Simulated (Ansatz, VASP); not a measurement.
## Ni in VASP and in Ansatz

INCAR

```
SYSTEM = Ni
  PREC = Accurate
  ENCUT = 520
  EDIFF = 1E-7
  ISMEAR = -1
  SIGMA = 0.05
  LREAL = .False.
  LASPH = .True.
  NELM = 150
  ALGO = Normal
  ISIF = 2
  LWAVE = .False.
  LCHARG = .True.
  ISPIN = 2
  MAGMOM = 2
  LORBIT = 11
  LMAXMIX = 4
  GGA = PE
  LELF = .True.
  LVHAR = .True.
  NBANDS = 15
```

File KPOINTS:

```
Automatic mesh
0
Gamma
  13 13 13
  0 0 0
```

Contents of POSCAR:

```
Ni
1.0
    0.0000000000      1.7659500000      1.7659500000
    1.7659500000      0.0000000000      1.7659500000
    1.7659500000      1.7659500000      0.0000000000
Ni
1
Direct
    0.0000000000      0.0000000000      0.0000000000
```

Input for Ansatz:

```yaml
crystal:
  lattice:
    - [0.0, 1.76595, 1.76595]
    - [1.76595, 0.0, 1.76595]
    - [1.76595, 1.76595, 0.0]
  atoms:
    - { symbol: Ni, position: [0.0, 0.0, 0.0], spin: 2.0 }
magnetization:
  spin_polarized: true
hamiltonian:
  xc: pbe
  pseudopotentials: { kind: paw }
basis:
  ecutwfc: 420
kpoints:
  mp_grid: { grid: [13, 13, 13] }
scf:
  occupations: { method: fermi_dirac, width: 0.05 }
  lower_state_search: "off"
output:
  forces: true
  stress: true
```

Alike in both runs: task single point; functional PBE; k mesh 13 × 13 × 13; occupations fermi-dirac, width 0.05 eV; collinear spin.

```csv
,VASP,Ansatz
version,VASP 6.6.1,Ansatz 0.2.0
potentials or method,"VASP PAW PBE potentials, release 64 (Ni), cutoff 520 eV","PAW, plane waves, scalar-relativistic"
valence electrons in the cell,10,18
```

Ansatz gave:

- pressure (GPa): -2.3
- net moment per atom (μB): 0.63
- size of the moment on the site where the two differ most (μB): 0.67

Question: Estimate VASP's values.

Answer: Pressure (GPa): -2.3; net moment per atom (μB): 0.63; size of the moment on the site where the two differ most (μB): 0.64.

Site moments also hang on the region over which each program counts them. VASP's potentials hold 10 valence electrons a cell and Ansatz's 18, so a difference there can come from the potentials and not from the codes.
